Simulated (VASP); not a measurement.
# Al (Pm-3m) in VASP: a series of runs, part 2 of 2

VASP 6.6.1.

### Step 3. Single point, revPBE (volume scaled by 1.12)

INCAR reads:

```
SYSTEM = Al
PREC = Accurate
ENCUT = 520
EDIFF = 1E-6
ISMEAR = -1
SIGMA = 0.1
LREAL = .FALSE.
LASPH = .TRUE.
NELM = 60
ALGO = Normal
ISIF = 2
LWAVE = .FALSE.
LCHARG = .FALSE.
GGA = RE
NBANDS = 8
```

KPOINTS reads:

```
regular mesh
0
G
  13 13 13
  0 0 0
```

POSCAR reads:

```
Al
1.0
    2.8405904024      0.0000000000      0.0000000000
    0.0000000000      2.8405904024      0.0000000000
    0.0000000000      0.0000000000      2.8405904024
Al
1
Direct
    0.0000000000      0.0000000000      0.0000000000
```

Potentials or basis: VASP PAW PBE potentials, release 64 (Al).

The run is started by

```sh
cat potpaw_PBE.64/Al/POTCAR > POTCAR
mpirun -np 1 vasp_std > vasp.out
```

Run time: 13 s. Hardware: 1 thread of Intel Xeon 8259CL, shared host; peak memory 0.14 GiB.

The run converged. Its results:

```
Free energy : -3.1435 eV
Pressure    : -4.9 GPa
```

Levels at points of the mesh, in eV from the Fermi level:
| k point | band 1 | band 2 | band 3 | band 4 |
| --- | --- | --- | --- | --- |
| (0.00, 0.00, 0.00) | -8.83 | 7.66 | 7.66 | 8.26 |

Caveat: the cell differs from its parent crystal (volume scaled by 1.12); the PAW data sets were made with another functional, which shifts forces and pressure a little.

### Step 4. Relaxation of cell and atoms, revPBE

This run uses another cell than the first one, of 17.93 Å³/atom, 0.842 times its volume.

INCAR reads:

```
SYSTEM = Al
PREC = Accurate ; ENCUT = 600
EDIFF = 1E-6 ; ISMEAR = -1
SIGMA = 0.1 ; LREAL = .FALSE.
LASPH = .TRUE. ; NELM = 60
ALGO = Normal ; ISIF = 3
LWAVE = .FALSE. ; LCHARG = .FALSE.
GGA = RE ; IBRION = 2
NSW = 80 ; EDIFFG = -0.01
```

KPOINTS reads:

```
regular mesh
0
G
  12 12 12
  0 0 0
```

POSCAR reads:

```
Al
1.0
    2.6173666896      0.0000000000      0.0000000000
    0.0000000000      2.6173666896      0.0000000000
    0.0000000000      0.0000000000      2.6173666896
Al
1
Direct
    0.0000000000      0.0000000000      0.0000000000
```

Potentials or basis: VASP PAW PBE potentials, release 64 (Al).

The run is started by

```sh
cat potpaw_PBE.64/Al/POTCAR > POTCAR
mpirun -np 1 vasp_std > vasp.out
```

OUTCAR:

```text
SYSTEM = Al
   PREC = Accurate
   ENCUT = 600
   EDIFF = 1E-6
   ISMEAR = -1
   LREAL = .FALSE.
   LASPH = .TRUE.
   NELM = 60
   ISIF = 3
   GGA = RE
   IBRION = 2
   NSW = 80
   EDIFFG = -0.01

 ion  position               nearest neighbor table
   1  0.000  0.000  0.000-

  LATTYP: Found a simple cubic cell.
 ALAT       =     2.6173666896

  Lattice vectors:

 A1 = (   2.6173666896,   0.0000000000,   0.0000000000)
 A2 = (   0.0000000000,   2.6173666896,   0.0000000000)
 A3 = (   0.0000000000,   0.0000000000,   2.6173666896)

Analysis of symmetry for initial positions (statically):
=====================================================================
 Subroutine PRICEL returns:
 Original cell was already a primitive cell.

 Routine SETGRP: Setting up the symmetry group for a
 simple cubic supercell.

 Subroutine GETGRP returns: Found 48 space group operations
 (whereof 48 operations were pure point group operations)
 out of a pool of 48 trial point group operations.

The static configuration has the point symmetry O_h .
[... 166 lines left out ...]
  --------------------------------------------------------------------------------------
  -------------------------------------------------------------------------------------
  Total        1.0646229      1.0646229      1.0646229     -0.0000000     -0.0000000     -0.0000000
  in kB       95.1289445     95.1289445     95.1289445     -0.0000000     -0.0000000     -0.0000000
  external PRESSURE =      95.1289445 kB  Pullay stress =       0.0000000 kB
[... 57 lines left out ...]
--------------------------------------- Ionic step        3  -------------------------------------------

 number of electron       3.0000000 magnetization

 Free energy of the ion-electron system (eV)
  ---------------------------------------------------
  ext. energy  EPLUGINS =         0.00000000
  ---------------------------------------------------
  free energy    TOTEN  =        -3.18913536 eV

  energy without entropy =       -3.17230965  energy(sigma->0) =       -3.18072250

 E-fermi :   5.5956     XC(G=0):  -9.3446

 val. band max:        5.5712639239   @ k =   0.5000   0.4167   0.2500
 cond. band min:       5.6571840516   @ k =   0.3333   0.1667   0.1667
 fundamental gap:      0.0859201277
 Fermi energy:         5.5955867254

 k-point     1 :       0.0000    0.0000    0.0000
  band No.  band energies     occupation
      1      -3.8656      2.00000
      2      13.5388      0.00000
      3      13.5388      0.00000
      4      14.6755      0.00000
      5      14.6755      0.00000
[... 177 lines left out ...]
 k-point    24 :       0.4167    0.3333    0.0000
  band No.  band energies     occupation
      1       1.5612      2.00000
      2       4.7359      1.99963
      3       7.9809      0.00000
      4      11.4020      0.00000
      5      19.1809      0.00000

 [... further k-points ...]

------------------------ aborting loop because EDIFF is reached ----------------------------------------

  FORCE on cell =-STRESS in cart. coord.  units (eV):
  Direction    XX          YY          ZZ          XY          YZ          ZX
  --------------------------------------------------------------------------------------
  -------------------------------------------------------------------------------------
  Total        0.0068152      0.0068152      0.0068152     -0.0000000      0.0000000     -0.0000000
  in kB        0.5348986      0.5348986      0.5348986     -0.0000000      0.0000000     -0.0000000
  external PRESSURE =       0.5348986 kB  Pullay stress =       0.0000000 kB
[... 16 lines left out ...]
  FREE ENERGIE OF THE ION-ELECTRON SYSTEM (eV)
  ---------------------------------------------------
  free  energy   TOTEN  =        -3.1891353617 eV

  energy  without entropy=       -3.1723096451  energy(sigma->0) =       -3.18072250

 reached required accuracy - stopping structural energy minimisation
```

OSZICAR:

```text
N       E                     dE             d eps       ncg     rms          rms(c)
DAV:   1    -0.457958733236E+00   -0.45796E+00   -0.94343E+02   855   0.375E+02
DAV:   2    -0.310723990381E+01   -0.26493E+01   -0.23114E+01  1085   0.322E+01
DAV:   3    -0.313120107573E+01   -0.23961E-01   -0.23940E-01  1245   0.384E+00
DAV:   4    -0.313127997126E+01   -0.78896E-04   -0.78895E-04  1240   0.188E-01
[... 14 lines left out ...]
DAV:   1    -0.318938561471E+01   -0.15779E-02   -0.23127E-02  1010   0.929E-01    0.150E-01
DAV:   2    -0.318923982861E+01    0.14579E-03   -0.23627E-04   900   0.139E-01    0.478E-02
DAV:   3    -0.318914713584E+01    0.92693E-04   -0.46128E-05   975   0.391E-02    0.234E-02
DAV:   4    -0.318913507189E+01    0.12064E-04   -0.11152E-05   975   0.192E-02    0.136E-02
DAV:   5    -0.318913536173E+01   -0.28983E-06   -0.15577E-07   435   0.403E-03
   3 F= -.31891354E+01 E0= -.31807225E+01  d E =-.658860E-01
```

It took 16 s on 1 thread of Intel Xeon 8259CL, shared host; peak memory 0.14 GiB.

Results:

```yaml
Free_energy: -3.1891 eV
Relaxed_volume: 20.41 Å³/atom
Relaxed_cell: a = 2.733 Å, b = 2.733 Å, c = 2.733 Å, α = 90.00°, β = 90.00°, γ = 90.00°
Space_group_after_relaxing_to_0.05_Å: Pm-3m (No. 221)
Energy_gained_by_relaxing: 65.9 meV/atom
Ionic_steps: 3
Pressure_after_relaxing: 0.1 GPa
```

The path:
```
step  energy change (eV)  largest force (eV/Å)  pressure (GPa)  volume (Å³)
   1              0.0000                0.0000            9.51        17.93
   2             -0.0646                0.0000           -1.03        20.84
   3             -0.0659                0.0000            0.05        20.41
```

Final structure:
```xyz
1
Lattice="2.7330 0.0000 0.0000 0.0000 2.7330 0.0000 0.0000 0.0000 2.7330" Properties=species:S:1:pos:R:3 pbc="T T T"
Al    0.0000    0.0000    0.0000
```

Caveat: the PAW data sets were made with another functional, which shifts forces and pressure a little.

### Step 5. Overview

```tsv
task	cell	k mesh	cutoff (eV)	gap on the mesh (eV)	pressure (GPa)
single point	a = 2.771 Å, 1 atom	13 × 13 × 13	520	none	-2.1
single point	a = 2.841 Å, 1 atom	13 × 13 × 13	520	none	-4.9
relaxation of cell and atoms	relaxed from a = 2.617 Å, 1 atom	12 × 12 × 12	600	none	0.1
```

Alike in all rows: level revPBE; potentials or basis VASP PAW PBE potentials, release 64 (Al); no spin polarisation; smearing fermi-dirac 0.1 eV.

Caveats: the PAW data sets were made with another functional, which shifts forces and pressure a little.

Total energies depend on the potentials used, so only differences within one code and one set of settings carry meaning.
